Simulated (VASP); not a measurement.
Input of a VASP 6.6.1 run:

The input INCAR:

```
PREC = Accurate
ENCUT = 520
EDIFF = 1E-6
ISMEAR = -1
SIGMA = 0.02
LREAL = F
LASPH = T
NELM = 100
ALGO = Normal
ISIF = 2
LWAVE = F
LCHARG = F
GGA = PE
NBANDS = 15
```

KPOINTS

```
Automatic mesh
0
Gamma
  8 8 8
```

POSCAR

```
CaO
1.0
    2.7519517797      0.0000000000      0.0000000000
    0.0000000000      2.9032089668      0.0000000000
    0.0000000000      0.0000000000      2.9032089668
Ca O
1 1
Direct
    0.0000000000      0.0000000000      0.0000000000
    0.5000000000      0.5000000000      0.5000000000
```

Potentials or basis: VASP PAW PBE potentials, release 64 (Ca_sv, O).

Launch:

```sh
$ cat potpaw_PBE.64/Ca_sv/POTCAR potpaw_PBE.64/O/POTCAR > POTCAR
$ mpirun -np 1 vasp_std > vasp.out
```

(1) What does it give for the pressure?

(2) Estimate the band gap on the k mesh.

## Answers

(1) 11.9 GPa.

(2) 2.37 eV, indirect (least direct gap 2.62 eV).

Caveat: the cell differs from its parent crystal (uniaxial x strain -5.2%).
